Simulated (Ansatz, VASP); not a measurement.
**One calculation of TiAl, two programs**

```
Ti Al
1.0
     3.30991    0.00000    0.00000
     0.00000    3.30991    0.00000
     0.00000    0.00000    3.30991
Ti Al
1 1
Direct
  0.00000 0.00000 0.00000
  0.50000 0.50000 0.50000
```

Alike in both runs: task single point; functional PBE; k mesh 14 × 14 × 14; occupations gaussian, width 0.1 eV; no spin polarisation.

```csv
,VASP,Ansatz
version,VASP 6.6.1,Ansatz 0.2.0
potentials or method,"VASP PAW PBE potentials, release 64 (Ti_sv, Al), cutoff 520 eV","scalar-relativistic, plane waves, PAW"
valence electrons in the cell,15,15
```

```csv
,VASP,Ansatz,Ansatz less VASP
gap on the k mesh at the Fermi level (eV),none,none,-
pressure (GPa),-10.1,-10.1,0.00
```

A gap of «none» marks a metal or a gap that the smearing closes.
